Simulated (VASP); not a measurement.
# Si2W (I4/mmm) in VASP: further runs

The runs below take Si2W through single point, with BLYP+D3(BJ), revPBE.

Program: VASP 6.6.1. These are calculated values, not measurements. Logs are shortened: lines on timing, memory, paths and dates and some standing lists are left out, and cuts for length are marked.

## 1. The cell of the first run

The structure is tetragonal, space group I4/mmm (No. 139). Conventional cell: a = 3.219 Å, b = 3.219 Å, c = 7.812 Å, α = 90.00°, β = 90.00°, γ = 90.00°. Si (site symmetry 4mm) has 9 Si at 2.57 to 3.22 Å and 5 W at 2.62 Å within 3.4 Å. Within 3.4 Å of W (site symmetry 4/mmm) lie 10 Si at 2.62 Å and 4 W at 3.22 Å.

## 2. Single point, BLYP+D3(BJ) (volume scaled by 1.02)

Input file INCAR:

```
SYSTEM = Si2W
PREC = Accurate
ENCUT = 520
EDIFF = 1E-6
ISMEAR = 0
SIGMA = 0.05
LREAL = .FALSE.
LASPH = .TRUE.
NELM = 100
ALGO = Normal
ISIF = 2
LWAVE = .FALSE.
LCHARG = .FALSE.
GGA = B5
ALDAX = 1.0
AGGAX = 1.0
AGGAC = 1.0
ALDAC = 0.0
IVDW = 12
NBANDS = 18
VDW_S6 = 1.0
VDW_S8 = 2.6996
VDW_A1 = 0.4298
VDW_A2 = 4.2359
```

Input file KPOINTS:

```
regular mesh
0
G
  10 10 10
  0 0 0
```

Input file POSCAR:

```
Si2W
1.0
   -1.6097108783      1.6097108783      3.9058276573
    1.6097108783     -1.6097108783      3.9058276573
    1.6097108783      1.6097108783     -3.9058276573
Si W
2 1
Direct
    0.3352002095      0.3352002095      0.0000000000
    0.6647997905      0.6647997905      0.0000000000
    0.0000000000      0.0000000000      0.0000000000
```

Potentials or basis: VASP PAW PBE potentials, release 64 (Si, W_sv).

Started as:

```console
> cat potpaw_PBE.64/Si/POTCAR potpaw_PBE.64/W_sv/POTCAR > POTCAR
> mpirun -np 1 vasp_std > vasp.out
```

OUTCAR:

```text
SYSTEM = Si2W
   PREC = Accurate
   ENCUT = 520
   EDIFF = 1E-6
   ISMEAR = 0
   LREAL = .FALSE.
   LASPH = .TRUE.
   NELM = 100
   ISIF = 2
   GGA = B5
   IVDW = 12
 IVDW          = 12

 ion  position               nearest neighbor table
   1  0.335  0.335  0.000-   2 2.57   3 2.62   3 2.62   3 2.62   3 2.62   3 2.62   2 2.64   2 2.64
                             2 2.64   2 2.64
   2  0.665  0.665  0.000-   1 2.57   3 2.62   3 2.62   3 2.62   3 2.62   3 2.62   1 2.64   1 2.64
                             1 2.64   1 2.64
   3  0.000  0.000  0.000-   2 2.62   2 2.62   2 2.62   1 2.62   2 2.62   1 2.62   1 2.62   1 2.62
                             1 2.62   2 2.62

  LATTYP: Found a body centered tetragonal cell.
 ALAT       =     3.2194217566
 C/A-ratio  =     2.4264156439

  Lattice vectors:

 A1 = (  -1.6097108783,   1.6097108783,   3.9058276573)
 A2 = (   1.6097108783,  -1.6097108783,   3.9058276573)
 A3 = (   1.6097108783,   1.6097108783,  -3.9058276573)

Analysis of symmetry for initial positions (statically):
=====================================================================
 Subroutine PRICEL returns:
 Original cell was already a primitive cell.

 Routine SETGRP: Setting up the symmetry group for a
 body centered tetragonal supercell.

 Subroutine GETGRP returns: Found 16 space group operations
 (whereof 16 operations were pure point group operations)
 out of a pool of 16 trial point group operations.

The static configuration has the point symmetry D_4h.

Analysis of symmetry for dynamics (positions and initial velocities):
=====================================================================
 Subroutine PRICEL returns:
 Original cell was already a primitive cell.

 Routine SETGRP: Setting up the symmetry group for a
 body centered tetragonal supercell.

 Subroutine GETGRP returns: Found 16 space group operations
 (whereof 16 operations were pure point group operations)
 out of a pool of 16 trial point group operations.

The dynamic configuration has the point symmetry D_4h.

 Subroutine INISYM returns: Found 16 space group operations
 (whereof 16 operations are pure point group operations),
 and found     1 'primitive' translations

----------------------------------------------------------------------------------------

                                     Primitive cell

  volume of cell :      40.4826

  direct lattice vectors                    reciprocal lattice vectors
    -1.609710878  1.609710878  3.905827657     0.000000000  0.310614786  0.128013841
     1.609710878 -1.609710878  3.905827657     0.310614786  0.000000000  0.128013841
     1.609710878  1.609710878 -3.905827657     0.310614786  0.310614786  0.000000000

  length of vectors
     4.520821597  4.520821597  4.520821597     0.335959951  0.335959951  0.439275643

  position of ions in fractional coordinates (direct lattice)
     0.335200210  0.335200210  0.000000000
     0.664799790  0.664799790  0.000000000
     0.000000000  0.000000000  0.000000000

  ion indices of the primitive-cell ions
   primitive index   ion index
                 1           1
                 2           2
                 3           3

----------------------------------------------------------------------------------------

 KPOINTS: regular mesh

Automatic generation of k-mesh.
 Grid dimensions read from file:
 generate k-points for:   10   10   10

 Generating k-lattice:

  Cartesian coordinates                     Fractional coordinates (reciprocal lattice)
     0.000000000  0.031061479  0.012801384     0.100000000  0.000000000  0.000000000
     0.031061479  0.000000000  0.012801384     0.000000000  0.100000000  0.000000000
     0.031061479  0.031061479  0.000000000     0.000000000  0.000000000  0.100000000

  Length of vectors
     0.033595995  0.033595995  0.043927564

  Shift w.r.t. Gamma in fractional coordinates (k-lattice)
     0.000000000  0.000000000  0.000000000

 Subroutine IBZKPT returns following result:
 ===========================================

 Found    102 irreducible k-points:

 Following reciprocal coordinates:
            Coordinates               Weight
  0.000000  0.000000  0.000000      1.000000
  0.100000  0.000000 -0.000000      8.000000
  0.200000  0.000000 -0.000000      8.000000
  0.300000  0.000000 -0.000000      8.000000
  0.400000  0.000000 -0.000000      8.000000
  0.500000  0.000000 -0.000000      4.000000
[... 16 lines left out ...]
  0.300000  0.300000 -0.000000      8.000000
  0.400000  0.300000  0.000000     16.000000
 [... further k-points ...]
   k-points           NKPTS =    102   k-points in BZ     NKDIM =    102   number of bands    NBANDS=     18
   number of dos      NEDOS =    301   number of ions     NIONS =      3
   total plane-waves  NPLWV =  46656
   dimension x,y,z NGX =    36 NGY =   36 NGZ =   36
   dimension x,y,z NGXF=    72 NGYF=   72 NGZF=   72
   ions per type =               2   1
   NGX,Y,Z   is equivalent  to a cutoff of  13.24, 13.24, 13.24 a.u.
   NGXF,Y,Z  is equivalent  to a cutoff of  26.48, 26.48, 26.48 a.u.
 SYSTEM =  Si2W
   PREC   = accura    normal or accurate (medium, high low for compatibility)
   ISTART =      0    job   : 0-new  1-cont  2-samecut
   ICHARG =      2    charge: 1-file 2-atom 10-const
   ISPIN  =      1    spin polarized calculation?
   LNONCOLLINEAR =      F non collinear calculations
   LSORBIT =      F    spin-orbit coupling
   LASPH  =      T    aspherical Exc in radial PAW
   ENCUT  =  520.0 eV  38.22 Ry    6.18 a.u.   8.41  8.41  8.41*2*pi/ulx,y,z
   NELM   =    100;   NELMIN=  2; NELMDL= -5     # of ELM steps
   EDIFF  = 0.1E-05   stopping-criterion for ELM
   LREAL  =      F    real-space projection
   EDIFFG = 0.1E-04   stopping-criterion for IOM
   NSW    =      0    number of steps for IOM
   IBRION =     -1    ionic relax: 0-MD 1-quasi-New 2-CG
   NFREE  =      0    steps in history (QN), initial steepest desc. (CG)
   ISIF   =      2    stress and relaxation
   ISYM   =      2    0-nonsym 1-usesym 2-fastsym
   POTIM  = 0.5000    time-step for ionic-motion
   TEBEG  =    0.0;   TEEND  =   0.0 temperature during run
   PSTRESS=    0.0 pullay stress
   NELECT =      22.0000    total number of electrons
   NUPDOWN=      -1.0000    fix difference up-down
   EMIN   =  10.00;   EMAX   =-10.00  energy-range for DOS
   EFERMI =   0.00;   METHOD = LEGACY
   ISMEAR =     0;   SIGMA  =   0.05  broadening in eV -4-tet -1-fermi 0-gaus
   EFERMI_NEDOS =   21; number of points for ismear=-14 and -15
   IALGO  =     38    algorithm
   IMIX   =      4    mixing-type and parameters
     AMIX     =   0.40;   BMIX     =  1.00
     AMIX_MAG =   1.60;   BMIX_MAG =  1.00
  volume/ion in A,a.u.               =      13.49        91.06
  Fermi-wavevector in a.u.,A,eV,Ry     =   1.335958  2.524594 24.283455  1.784784
  Thomas-Fermi vector in A             =   2.464622
   LORBIT       =      0    0 simple, 1 ext, 2 COOP (PROOUT), +10 PAW based schemes
   GGA     = B5    functional components
   LHFCALC =     F    Hartree Fock is set to
   AEXX    =    0.0000 exact exchange contribution
   IVDW    =    12    specifies the selected vdW correction
   LEPSILON=     F    determine dielectric tensor
   LRPA    =     F    only Hartree local field effects (RPA)
 non-spin polarized calculation
 Gauss-broadening in eV      SIGMA  =   0.05
  energy-cutoff  :      520.00
  volume of cell :       40.48
 maximum number of plane-waves:      1106
 NGX is ok and might be reduce to    36
   NGX = 17   NGY = 17   NGZ = 17

 number of electron      21.9999999 magnetization

 Free energy of the ion-electron system (eV)
  ---------------------------------------------------
  ext. energy  EPLUGINS =         0.00000000
  ---------------------------------------------------
  free energy    TOTEN  =       -20.59705265 eV

  energy without entropy =      -20.59666891  energy(sigma->0) =      -20.59686078

 E-fermi :  12.3749     XC(G=0): -11.8751

 val. band max:       12.3589140084   @ k =  -0.2000  -0.3000   0.2000
 cond. band min:      12.4797496431   @ k =  -0.4000   0.4000   0.4000
 fundamental gap:      0.1208356346
 Fermi energy:        12.3748508395

 k-point     1 :       0.0000    0.0000    0.0000
  band No.  band energies     occupation
      1     -60.9785      2.00000
      2     -25.5098      2.00000
      3     -25.4919      2.00000
      4     -25.4919      2.00000
      5      -1.5249      2.00000
      6       5.6962      2.00000
[... 10 lines left out ...]
     17      18.0890      0.00000
     18      18.0890      0.00000

 k-point     2 :       0.1000    0.0000   -0.0000
  band No.  band energies     occupation
      1     -60.9777      2.00000
      2     -25.5129      2.00000
      3     -25.5082      2.00000
      4     -25.4900      2.00000
      5      -1.3352      2.00000
      6       5.7009      2.00000
[... 10 lines left out ...]
     17      18.1170      0.00000
     18      18.7625      0.00000

 k-point     3 :       0.2000    0.0000   -0.0000
  band No.  band energies     occupation
      1     -60.9758      2.00000
      2     -25.5673      2.00000
      3     -25.5042      2.00000
      4     -25.4849      2.00000
      5      -0.7798      2.00000
      6       5.5791      2.00000
[... 10 lines left out ...]
     17      18.7168      0.00000
     18      20.2545      0.00000

 k-point     4 :       0.3000    0.0000   -0.0000
  band No.  band energies     occupation
      1     -60.9735      2.00000
      2     -25.6339      2.00000
      3     -25.4992      2.00000
      4     -25.4788      2.00000
      5       0.1016      2.00000
      6       4.9571      2.00000
[... 375 lines left out ...]
      4     -25.4959      2.00000
      5      -0.2940      2.00000
      6       6.5818      2.00000
[... 10 lines left out ...]
     17      19.1940      0.00000
     18      19.7077      0.00000

 k-point    23 :       0.3000    0.3000   -0.0000
  band No.  band energies     occupation
      1     -60.9685      2.00000
      2     -25.6186      2.00000
      3     -25.6137      2.00000
      4     -25.4879      2.00000
      5       1.8174      2.00000
      6       4.2333      2.00000
[... 10 lines left out ...]
     17      19.2484      0.00000
     18      20.8573      0.00000

 k-point    24 :       0.4000    0.3000    0.0000
  band No.  band energies     occupation
      1     -60.9667      2.00000
      2     -25.6676      2.00000
      3     -25.6092      2.00000
      4     -25.4821      2.00000
      5       2.7246      2.00000
      6       3.7804      2.00000
[... 10 lines left out ...]
     17      19.7133      0.00000
     18      21.4728      0.00000

 [... further k-points ...]

------------------------ aborting loop because EDIFF is reached ----------------------------------------

 Edisp (eV)   -3.96819

 E8    (eV) :    -2.9625

  FORCE on cell =-STRESS in cart. coord.  units (eV):
  Direction    XX          YY          ZZ          XY          YZ          ZX
  --------------------------------------------------------------------------------------
  -------------------------------------------------------------------------------------
  Total      -0.78542    -0.78542    -0.73592     0.00000     0.00000     0.00000
  in kB     -31.08434   -31.08434   -29.12533     0.00000     0.00000     0.00000
  external pressure =      -30.43 kB  Pullay stress =        0.00 kB

 VOLUME and BASIS-vectors are now :
 -----------------------------------------------------------------------------
  energy-cutoff  :      520.00
  volume of cell :       40.48
      direct lattice vectors                 reciprocal lattice vectors
    -1.609710878  1.609710878  3.905827657     0.000000000  0.310614786  0.128013841
     1.609710878 -1.609710878  3.905827657     0.310614786  0.000000000  0.128013841
     1.609710878  1.609710878 -3.905827657     0.310614786  0.310614786  0.000000000

 POSITION                                       TOTAL-FORCE (eV/Angst)
 -----------------------------------------------------------------------------------
      0.00000      0.00000      2.61847         0.000000      0.000000     -0.008415
      0.00000      0.00000      5.19319        -0.000000     -0.000000      0.008415
      0.00000      0.00000      0.00000        -0.000000     -0.000000     -0.000000
 -----------------------------------------------------------------------------------
    total drift:                                0.000000      0.000000     -0.000000

  FREE ENERGIE OF THE ION-ELECTRON SYSTEM (eV)
  ---------------------------------------------------
  free  energy   TOTEN  =       -24.5652379761 eV

  energy  without entropy=      -24.5648542401  energy(sigma->0) =      -24.56504611
```

Wall time 2.2 min (1 thread of Intel Xeon Platinum 8375C at 2.90GHz (Ice Lake), shared host); peak memory 0.25 GiB.

What came out:

```yaml
Free_energy: -24.5652 eV
Pressure: -3.0 GPa
Largest_force: 0.008 eV/Å
Band_gap_on_the_k_mesh: zero (band 11 reaches 13.08 eV, above the bottom of band 12 at 11.87 eV)
Dispersion_energy_per_atom: -1.323 eV
```

Forces in eV/Å, atoms in the order of the input:
```
Si   0.000  0.000 -0.008
Si   0.000  0.000  0.008
W    0.000  0.000  0.000
```

Stress tensor (GPa, compression positive):
```
-3.11  0.00  0.00
 0.00 -3.11  0.00
 0.00  0.00 -2.91
```

Levels at points of the mesh, in eV from the Fermi level:
```tsv
k point	band 8	band 9	band 10	band 11	band 12	band 13	band 14	band 15
(0.00, 0.00, 0.00)	-3.15	-2.80	-2.80	0.59	2.71	3.09	3.09	3.43
(0.50, 0.00, 0.00)	-4.66	-2.78	-2.66	-0.39	2.69	2.81	4.04	4.42
(0.50, 0.50, 0.00)	-5.50	-4.90	-3.13	-1.54	2.87	2.95	3.13	4.06
(0.50, 0.50, 0.50)	-2.47	-0.79	-0.79	-0.47	-0.47	0.77	4.56	4.76
```

Caveat: the PAW data sets were made with another functional, which shifts forces and pressure a little; spin-orbit coupling is left out, which moves the levels of the heavy elements; pairwise dispersion overbinds metals, which lowers pressure and volume.

(Continued in part 2 of 3.)
